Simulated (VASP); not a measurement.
Write the native input for VASP 6.6.1 that does the following.

| Item | Value |
| --- | --- |
| Task | single point |
| Functional | LDA |
| Potentials or basis | VASP PAW LDA potentials, release 64 (Sn_d) |
| Cutoff | 520 eV |
| k mesh | 11 × 11 × 11 |
| Occupations | fermi-dirac, width 0.1 eV |
| Spin | no spin polarisation |
| Dipole correction | no |
| Further INCAR settings | ALGO = Normal; EDIFF = 1e-06; NBANDS = 13 |

The structure of Sn lies in POSCAR:

```
Sn
1.0
   -1.8579900664      1.8579900664      1.8579900664
    1.8579900664     -1.8579900664      1.8579900664
    1.8579900664      1.8579900664     -1.8579900664
Sn
1
Direct
    0.0000000000      0.0000000000      0.0000000000
```

The input as run:

INCAR

```
SYSTEM = Sn
ALGO = Normal ; EDIFF = 1E-6
ENCUT = 520 ; GGA = CA
ISIF = 2 ; ISMEAR = -1
LASPH = .True. ; LCHARG = .False.
LREAL = .False. ; LWAVE = .False.
NBANDS = 13 ; NELM = 60
PREC = Accurate ; SIGMA = 0.1
```

KPOINTS

```
k-points
0
Gamma
  11 11 11
  0 0 0
```

Potentials or basis: VASP PAW LDA potentials, release 64 (Sn_d).

Launch:

```sh
$ cat potpaw_LDA.64/Sn_d/POTCAR > POTCAR
$ mpirun -np 1 vasp_std > vasp.out
```

Results of the run:

- Pressure: 0.0 GPa
- Band gap on the k mesh: zero (band 7 reaches 16.91 eV, above the bottom of band 8 at 5.99 eV)

Caveat: spin-orbit coupling is left out, which moves the levels of the heavy elements.

Wall time 6.6 s on 1 thread of Intel(R) Xeon(R) Platinum 8488C (Sapphire Rapids), with other jobs on the host, peak memory 0.13 GiB.
